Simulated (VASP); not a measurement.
Input of a VASP 6.6.1 run:

The input INCAR:

```
PREC = Accurate
ENCUT = 500
EDIFF = 1E-6
ISMEAR = 0
SIGMA = 0.01
LREAL = False
LASPH = True
NELM = 120
ALGO = Normal
ISIF = 2
LWAVE = False
LCHARG = False
GGA = PE
NBANDS = 19
GGA_COMPAT = False
```

KPOINTS

```
regular mesh
0
Gamma
  3 3 2
```

File POSCAR:

```
TiTe2
1.0
    3.7770000000      0.0000000000      0.0000000000
   -1.8885000000      3.2709779501      0.0000000000
    0.0000000000      0.0000000000      6.4980000000
Te Ti
2 1
Direct
    0.3333333333      0.6666666667      0.7372000000
    0.6666666667      0.3333333333      0.2628000000
    0.0000000000      0.0000000000      0.0000000000
```

Potentials or basis: VASP PAW PBE potentials, release 64 (Te, Ti_sv).

Run with:

```bash
$ cat potpaw_PBE.64/Te/POTCAR potpaw_PBE.64/Ti_sv/POTCAR > POTCAR
$ mpirun -np 1 vasp_std > vasp.out
```

(1) What does it give for the pressure?

(2) Estimate the largest force.

(3) Predict the band gap on the k mesh.

## Answers

(1) 1.1 GPa.

(2) 0.123 eV/Å.

(3) zero (bands 12 and 13 overlap by 0.39 eV).

Caveat: the k points lie up to 0.64 Å⁻¹ apart; spin-orbit coupling is left out, which moves the levels of the heavy elements; this functional lacks dispersion, which binds layers or chains, so the pressure and a relaxed spacing across them are unreliable.
